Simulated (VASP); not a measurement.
Crystal: HfW2S6.

```xyz
9
Lattice="0.0000 4.6694 4.6694 4.6694 0.0000 4.6694 4.6694 4.6694 0.0000" Properties=species:S:1:pos:R:3 pbc="T T T"
Hf    0.0000    0.0000    0.0000
W     7.0041    7.0041    7.0041
W     2.3347    2.3347    2.3347
S     0.0000    2.3347    2.3347
S     4.6694    2.3347    2.3347
S     2.3347    0.0000    2.3347
S     2.3347    4.6694    2.3347
S     2.3347    2.3347    0.0000
S     2.3347    2.3347    4.6694
```

Base run:

| Quantity | Value |
| --- | --- |
| Program | VASP 6.6.1 |
| Functional | PBE |
| Potentials or basis | VASP PAW PBE potentials, release 64 (Hf_pv, W_sv, S) |
| Cutoff | 520 eV |
| k mesh | 4 × 4 × 4 |
| Occupations | gaussian, width 0.1 eV |
| Spin | no spin polarisation |

Its results: pressure -0.8 GPa.

Task: The run is repeated on the same cell with these changes: spin from no spin polarisation to collinear spin, ferrimagnetic start; further incar settings from ALGO = Normal; EDIFF = 1e-06; NBANDS = 47 to ALGO = Normal; EDIFF = 1e-06; NBANDS = 51. What comes out?

Result: Pressure -0.8 GPa; net moment 0.47 μB per cell; site moments Hf +0.37; W +0.02; S -0.01 μB.
